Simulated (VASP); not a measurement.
# Si (a cell with a defect) in VASP: a series of runs, part 2 of 2

VASP 6.6.1. The steps go on from the part before.

## 3. Single point, LDA, collinear spin, zero start

Contents of INCAR:

```
ALGO     = Normal         # electronic algorithm
EDIFF    = 1E-6           # SCF threshold, eV
ENCUT    = 520            # plane-wave cutoff, eV
GGA      = CA             # functional
ISIF     = 2              # what is computed and relaxed
ISMEAR   = -1             # smearing method
ISPIN    = 2              # spin polarisation
LASPH    = True           # aspherical terms in the spheres
LCHARG   = False          # write CHGCAR
LORBIT   = 11             # projections on sites
LREAL    = Auto         
LWAVE    = False          # write WAVECAR
MAGMOM   = 0 0 0 0 0 0 0 0 0 0 0 0 0 0 0 0 0 0 0 0 0 0 0 0 0 0 0 0 0 0 0 0 0 0 0 0 0 0 0 0 0 0 0 0 0 0 0 0 0 0 0 0 0 0 0 0 0 0 0 0 0 0 0 # initial moments
NBANDS   = 167            # bands
NELECT   = 251.0        
NELM     = 150            # most SCF steps
PREC     = Accurate       # precision mode
SIGMA    = 0.05           # smearing width, eV
```

Contents of KPOINTS:

```
k-points
0
Gamma
  1 1 1
```

Contents of POSCAR:

```
Si
1.0
   10.8600000000      0.0000000000      0.0000000000
    0.0000000000     10.8600000000      0.0000000000
    0.0000000000      0.0000000000     10.8600000000
Si
63
Direct
    0.5008850829      0.0003844383     -0.0004250460
    0.6258474217      0.1251074586      0.1246835175
    0.7507068140      0.2495376611     -0.0001274401
    0.8761401473      0.3753559853      0.1230358195
    0.7508708103      0.0004638122      0.2498082873
    0.8759434622      0.1249233886      0.3754396869
   -0.0040771639     -0.0046197053      0.0006860037
    0.1237831492      0.1233975138      0.1246536832
    0.2507470534      0.2500130755     -0.0008228361
    0.3785022099      0.3779993554      0.1244836096
    0.5018328729      0.5012743094     -0.0039849908
    0.7325568140      0.7310210866      0.0185611418
    0.8680443831      0.8672831492      0.1268076427
    0.2508221915      0.0005921731      0.2515705341
    0.3765296501      0.1267330571      0.3740046041
    0.5020457643      0.2515104972      0.2484966851
    0.6261720074      0.3786481584      0.3712696133
    0.7542627993      0.5024370166      0.2474580110
    0.8761604052      0.6268700737      0.3745338858
    0.4988128913      0.0004523941      0.4997245856
    0.6257255064      0.1235293738      0.6264446593
    0.7511493554      0.2503924494      0.4994587477
    0.8760268877      0.3744014733      0.6248428177
    0.7497678637     -0.0044977901      0.7544066298
    0.8747718232      0.1230938306      0.8756728361
    0.0014418969      0.4998713628     -0.0005666667
    0.1257228361      0.6251955801      0.1246753223
    0.2501225599      0.7500244936     -0.0001661142
    0.3757919890      0.8754993554      0.1230744936
    0.0009052486      0.2501608656      0.2517600368
    0.1271944751      0.3757579190      0.3741156538
    0.2518519337      0.5012630755      0.2486014733
    0.3781899632      0.6253382136      0.3722295580
    0.5012380295      0.7540531308      0.2492173112
    0.6273638122      0.8754240331      0.3747220994
    0.0001534991     -0.0004375691      0.5013548803
    0.1256361878      0.1250016575      0.6248766114
    0.2508251381      0.2501391344      0.4997348066
    0.3765069982      0.3758441989      0.6232028545
    0.5020220074      0.5013451197      0.4984547882
    0.6258538674      0.6251936464      0.6247815838
    0.7507153775      0.7499945672      0.5003588398
    0.8747481584      0.8742229282      0.6268170350
    0.2491191529     -0.0004910681      0.7503902394
    0.3751370166      0.1247993554      0.8744793738
    0.4987593002      0.2501678637      0.7495439227
    0.6273825046      0.3752405157      0.8744730203
    0.7509213628      0.4999524862      0.7492809392
    0.8681241252      0.6229127072      0.8824728361
    0.0013920810      0.7504551565      0.2499315838
    0.1257302947      0.8756760589      0.3754542357
    0.0009785451      0.4981830571      0.4997140884
    0.1237290055      0.6252984346      0.6266306630
    0.2505678637      0.7507936464      0.5000162983
    0.3751317680      0.8755151013      0.6250383057
    0.0001834254      0.2485316759      0.7503085635
    0.1258019337      0.3743930939      0.8742373849
    0.2508388582      0.4983162983      0.7493290976
    0.3758619705      0.6268495396      0.8743753223
    0.5008442910      0.7503636280      0.7494115101
    0.6240683241      0.8671406998      0.8826969613
   -0.0041282689      0.7492364641      0.7545818600
    0.1236178637      0.8741719153      0.8757497238
```

Potentials or basis: VASP PAW LDA potentials, release 64 (Si).

Launch:

```
$ cat potpaw_LDA.64/Si/POTCAR > POTCAR
$ mpirun -np 1 vasp_gam > vasp.out
```

Run time: 15 min. Hardware: 1 thread of Intel Xeon Platinum 8259CL at 2.50GHz (Skylake/Cascade Lake), shared host; peak memory 0.88 GiB.

It converged, with:

| Quantity | Value |
| --- | --- |
| Free energy | -371.4922 eV |
| Largest force | 0.335 eV/Å |
| Net moment | 0.00 μB per cell |
| Valence electrons inside the program's atomic spheres | Si 1.71, 1.70, 1.69, 1.65, 1.61, 1.68 (each value once) |

Forces in eV/Å, atoms in the order of the input:
```
Si  -0.002  0.003  0.003
Si  -0.002 -0.003  0.001
Si   0.001 -0.005  0.001
Si  -0.004 -0.002 -0.005
Si   0.000  0.002  0.000
Si  -0.007 -0.003  0.001
Si   0.026  0.024 -0.009
Si   0.000 -0.001  0.003
Si  -0.009 -0.009  0.000
Si  -0.035 -0.036  0.022
Si  -0.058 -0.059  0.004
Si   0.192  0.196 -0.193
Si   0.046  0.046 -0.006
Si  -0.002 -0.007  0.000
Si  -0.005 -0.010  0.007
Si  -0.010 -0.018  0.011
Si  -0.021 -0.039  0.039
Si  -0.009 -0.064  0.065
Si  -0.005  0.005  0.001
Si  -0.001 -0.007  0.001
Si  -0.002 -0.002  0.001
Si   0.000 -0.011  0.011
Si  -0.007 -0.002  0.003
Si   0.009  0.022 -0.023
Si   0.001  0.007 -0.002
Si  -0.002  0.003  0.004
Si  -0.004 -0.002  0.003
Si  -0.001  0.000 -0.004
Si  -0.004 -0.003 -0.005
Si  -0.009  0.001 -0.002
Si  -0.011 -0.006  0.006
Si  -0.019 -0.009  0.009
Si  -0.033 -0.022  0.035
Si  -0.055 -0.001  0.056
Si   0.003 -0.003  0.003
Si   0.000  0.003 -0.006
Si  -0.004 -0.002  0.002
Si  -0.002 -0.002  0.002
Si  -0.005 -0.006  0.010
Si  -0.009 -0.010  0.018
Si  -0.002 -0.002  0.003
Si   0.001 -0.001  0.006
Si   0.001  0.001 -0.008
Si   0.004  0.002 -0.001
Si  -0.002 -0.002  0.012
Si   0.000 -0.001  0.007
Si   0.003 -0.003  0.003
Si  -0.001  0.001  0.000
Si   0.046  0.006 -0.045
Si  -0.002 -0.003 -0.001
Si  -0.003 -0.009  0.004
Si  -0.009  0.001 -0.001
Si   0.001 -0.004  0.000
Si  -0.008  0.002  0.008
Si  -0.002 -0.014  0.003
Si   0.001  0.006 -0.003
Si  -0.003 -0.004  0.008
Si  -0.001  0.000  0.008
Si  -0.002  0.005  0.004
Si  -0.001 -0.002 -0.003
Si   0.003  0.046 -0.044
Si   0.027  0.009 -0.026
Si   0.008  0.001 -0.001
```

Levels at points of the mesh, in eV from the Fermi level:
Spin up:
| k point | band 121 | band 122 | band 123 | band 124 | band 125 | band 126 | band 127 | band 128 | band 129 | band 130 |
| --- | --- | --- | --- | --- | --- | --- | --- | --- | --- | --- |
| (0.00, 0.00, 0.00) | -1.60 | -1.60 | -0.76 | -0.76 | -0.74 | 0.08 | 0.09 | 0.09 | 0.20 | 0.21 |
Spin down:
```csv
k point,band 121,band 122,band 123,band 124,band 125,band 126,band 127,band 128,band 129,band 130
"(0.00, 0.00, 0.00)",-1.60,-1.60,-0.76,-0.76,-0.74,0.08,0.09,0.09,0.20,0.21
```

Caveat: the k points lie up to 0.58 Å⁻¹ apart; the cell carries a net charge on a neutralising background, which shifts energy and pressure; the cell is charged against a uniform background, so pressure and absolute levels hang on convention.

## 4. Single point, LDA, collinear spin, zero start

Contents of INCAR:

```
ALGO = Normal
EDIFF = 1E-6
ENCUT = 520
GGA = CA
ISIF = 2
ISMEAR = -1
ISPIN = 2
LASPH = T
LCHARG = F
LORBIT = 11
LREAL = Auto
LWAVE = F
MAGMOM = 0 0 0 0 0 0 0 0 0 0 0 0 0 0 0 0 0 0 0 0 0 0 0 0 0 0 0 0 0 0 0 0 0 0 0 0 0 0 0 0 0 0 0 0 0 0 0 0 0 0 0 0 0 0 0 0 0 0 0 0 0 0 0
NBANDS = 167
NELECT = 251.0
NELM = 150
PREC = Accurate
SIGMA = 0.05
```

KPOINTS is that of step 3.

Contents of POSCAR:

```
Si
1.0
   10.8600000000      0.0000000000      0.0000000000
    0.0000000000     10.8600000000      0.0000000000
    0.0000000000      0.0000000000     10.8600000000
Si
63
Direct
    0.5003686924     -0.0000371087     -0.0001805709
    0.6256666667      0.1250534991      0.1248156538
    0.7505427256      0.2496537753     -0.0000298343
    0.8765032228      0.3749901473      0.1237523020
    0.7505592081      0.0000570902      0.2503127993
    0.8764099448      0.1248394107      0.3757303867
   -0.0071998158     -0.0075863720      0.0021943831
    0.1231826888      0.1228853591      0.1246857274
    0.2513580110      0.2508116943     -0.0005154696
    0.3814620626      0.3811729282      0.1226208103
    0.5089247698      0.5085374770     -0.0031359116
    0.7124492634      0.7099282689      0.0393236648
    0.8624544199      0.8618028545      0.1275366483
    0.2506255064      0.0010828729      0.2516026703
    0.3768278085      0.1277351750      0.3736040516
    0.5025220074      0.2530335175      0.2478781768
    0.6278999079      0.3821382136      0.3678286372
    0.7536579190      0.5101604052      0.2397708103
    0.8765093002      0.6261643646      0.3749295580
    0.4985632597      0.0009010129      0.4998678637
    0.6255242173      0.1232313076      0.6267619705
    0.7506998158      0.2514021179      0.4984797422
    0.8765354512      0.3741511050      0.6249019337
    0.7481959484     -0.0072117864      0.7571520258
    0.8740018416      0.1219094843      0.8763386740
    0.0010116943      0.4993230203     -0.0003903315
    0.1255065378      0.6250994475      0.1247796501
    0.2500565378      0.7499571823     -0.0000898711
    0.3754302026      0.8757563536      0.1238002762
    0.0012877532      0.2499229282      0.2519702578
    0.1281015654      0.3761444751      0.3737491713
    0.2531601289      0.5018647330      0.2480344383
    0.3810119705      0.6272337937      0.3692478821
    0.5080954880      0.7530845304      0.2422264273
    0.6265526703      0.8757102210      0.3749848987
   -0.0004160221     -0.0009200737      0.5024049724
    0.1254617864      0.1248924494      0.6249998158
    0.2507419890      0.2501456722      0.4997369245
    0.3767972376      0.3762562615      0.6222110497
    0.5024916206      0.5019869245      0.4969858195
    0.6256833333      0.6250795580      0.6248790976
    0.7505568140      0.7499108656      0.5002812155
    0.8739771639      0.8735790976      0.6280429098
    0.2479765193     -0.0009983425      0.7509065378
    0.3747579190      0.1246894107      0.8739206262
    0.4984537753      0.2500031308      0.7491187845
    0.6265815838      0.3749696133      0.8741430939
    0.7506406077      0.4994181400      0.7496673112
    0.8624861878      0.6221234807      0.8880303867
    0.0009357274      0.7502843462      0.2504610497
    0.1256048803      0.8764058932      0.3756486188
    0.0013862799      0.4980391344      0.4999547882
    0.1230498158      0.6253234807      0.6272406077
    0.2510881215      0.7505119705      0.4993385820
    0.3747745856      0.8761395948      0.6251381215
   -0.0003859116      0.2475029466      0.7507959484
    0.1256918048      0.3742127993      0.8735268877
    0.2506182320      0.4982941989      0.7488356354
    0.3754608656      0.6261451197      0.8740877532
    0.5003126151      0.7501556169      0.7498340700
    0.6234152855      0.8618538674      0.8880077348
   -0.0073387661      0.7477348066      0.7576691529
    0.1222371087      0.8735183241      0.8764274401
```

Potentials or basis: VASP PAW LDA potentials, release 64 (Si).

Launch:

```
$ cat potpaw_LDA.64/Si/POTCAR > POTCAR
$ mpirun -np 1 vasp_gam > vasp.out
```

OUTCAR:

```text
EDIFF = 1E-6
   ENCUT = 520
   GGA = CA
   ISIF = 2
   ISMEAR = -1
   ISPIN = 2
   LASPH = T
   LORBIT = 11
   LREAL = Auto
   NELECT = 251.0
   NELM = 150
   PREC = Accurate

 ion  position               nearest neighbor table
   1  0.500  1.000  1.000-  29 2.34  61 2.35   2 2.35  45 2.36
   2  0.626  0.125  0.125-  16 2.35   3 2.35   1 2.35   5 2.35
   3  0.751  0.250  1.000-   2 2.35  25 2.35   4 2.35  47 2.35
   4  0.877  0.375  0.124-  26 2.34  18 2.35   3 2.35  30 2.37
   5  0.751  0.000  0.250-  35 2.34  13 2.35   2 2.35   6 2.36
   6  0.876  0.125  0.376-  30 2.34  22 2.35  36 2.36   5 2.36
[... 671 lines left out ...]
      8.15089      2.71124     10.85968         0.001425     -0.006584      0.001074
      9.51882      4.07239      1.34395        -0.003065     -0.004753     -0.009380
      8.15107      0.00062      2.71840         0.005028      0.002236      0.002723
      9.51781      1.35576      4.08043        -0.009752     -0.004856      0.000939
[... 55 lines left out ...]
     10.78030      8.12040      8.22829         0.014077      0.004920     -0.014850
      1.32750      9.48641      9.51800         0.006120      0.002494     -0.002203
 -----------------------------------------------------------------------------------
    total drift:                                0.029765     -0.006479     -0.006608

  FREE ENERGIE OF THE ION-ELECTRON SYSTEM (eV)
  ---------------------------------------------------
  free  energy   TOTEN  =      -371.2415863228 eV

  energy  without entropy=     -371.1005548948  energy(sigma->0) =     -371.17107061

 total charge

# of ion       s       p       d       tot
------------------------------------------
    1        0.747   0.961   0.000   1.708
    2        0.744   0.964   0.000   1.708
    3        0.745   0.962   0.000   1.707
    4        0.749   0.953   0.000   1.702
    5        0.747   0.962   0.000   1.708
    6        0.747   0.957   0.000   1.703
[... 55 lines left out ...]
   62        0.751   0.929   0.000   1.680
   63        0.746   0.959   0.000   1.705
--------------------------------------------------
tot         47.319  59.284   0.000 106.602

 magnetization (x)

# of ion       s       p       d       tot
------------------------------------------
    1       -0.000  -0.000   0.000  -0.000
    2       -0.000  -0.000   0.000  -0.000
    3       -0.000  -0.000   0.000  -0.000
    4       -0.000   0.000   0.000   0.000
    5       -0.000  -0.000   0.000  -0.000
    6        0.000   0.000   0.000   0.000
[... 55 lines left out ...]
   62        0.000   0.000   0.000   0.000
   63        0.000   0.000   0.000   0.000
--------------------------------------------------
tot          0.000   0.000   0.000   0.000
```

Run time: 17 min. Hardware: 1 thread of Intel Xeon Platinum 8259CL at 2.50GHz (Skylake/Cascade Lake), shared host; peak memory 0.88 GiB.

What came out:

- Free energy: -371.2416 eV
- Largest force: 0.515 eV/Å
- Net moment: 0.00 μB per cell
- Valence electrons inside the program's atomic spheres: Si 1.71, 1.70, 1.68, 1.64, 1.54, 1.66, 1.69 (each value once)

Forces in eV/Å, atoms in the order of the input:
```
Si   0.001  0.002 -0.004
Si  -0.005 -0.006  0.002
Si   0.001 -0.007  0.001
Si  -0.003 -0.005 -0.009
Si   0.005  0.002  0.003
Si  -0.010 -0.005  0.001
Si   0.011  0.013 -0.004
Si  -0.008 -0.007  0.000
Si  -0.011 -0.011 -0.004
Si  -0.032 -0.035  0.018
Si  -0.068 -0.066  0.007
Si   0.295  0.300 -0.297
Si   0.015  0.015  0.000
Si  -0.002 -0.001  0.007
Si  -0.004 -0.006  0.006
Si   0.000 -0.010  0.004
Si  -0.015 -0.033  0.033
Si  -0.016 -0.061  0.063
Si  -0.002  0.009  0.006
Si  -0.005 -0.003  0.001
Si   0.000 -0.010  0.009
Si   0.004 -0.012  0.012
Si  -0.011 -0.002  0.005
Si   0.004  0.004 -0.003
Si   0.000  0.004 -0.001
Si  -0.001  0.001 -0.002
Si  -0.009 -0.003  0.004
Si  -0.001 -0.003 -0.005
Si  -0.009  0.002 -0.008
Si  -0.006  0.002  0.006
Si  -0.008 -0.004  0.004
Si  -0.012 -0.004  0.004
Si  -0.035 -0.023  0.035
Si  -0.067 -0.005  0.066
Si   0.007 -0.001  0.009
Si   0.000  0.004 -0.003
Si  -0.007 -0.001  0.002
Si   0.000 -0.002  0.001
Si  -0.004 -0.006  0.007
Si  -0.001 -0.004  0.011
Si  -0.005 -0.002  0.006
Si   0.001  0.000  0.007
Si   0.000  0.001 -0.005
Si   0.002  0.004 -0.002
Si   0.001 -0.006  0.010
Si  -0.003  0.001  0.004
Si   0.006 -0.007  0.002
Si   0.003 -0.002 -0.003
Si   0.020  0.000 -0.021
Si   0.001  0.002  0.001
Si  -0.005 -0.011  0.005
Si  -0.006 -0.007 -0.001
Si  -0.006 -0.002  0.005
Si  -0.010  0.006  0.011
Si   0.000 -0.010  0.006
Si   0.001  0.003 -0.002
Si  -0.005 -0.004  0.011
Si  -0.002 -0.006  0.003
Si  -0.008  0.008 -0.001
Si   0.002  0.004 -0.004
Si  -0.002 -0.001  0.001
Si   0.014  0.005 -0.015
Si   0.006  0.002 -0.002
```

Levels at points of the mesh, in eV from the Fermi level:
Spin up:
```
           k point  band 123  band 124  band 125  band 126  band 127  band 128
(0.00, 0.00, 0.00)     -0.78     -0.78     -0.66      0.06      0.07      0.15
```
Spin down:
| k point | band 122 | band 123 | band 124 | band 125 | band 126 | band 127 | band 128 | band 129 |
| --- | --- | --- | --- | --- | --- | --- | --- | --- |
| (0.00, 0.00, 0.00) | -1.44 | -0.78 | -0.78 | -0.66 | 0.06 | 0.07 | 0.15 | 0.21 |

Caveat: the k points lie up to 0.58 Å⁻¹ apart; the cell carries a net charge on a neutralising background, which shifts energy and pressure; the cell is charged against a uniform background, so pressure and absolute levels hang on convention.
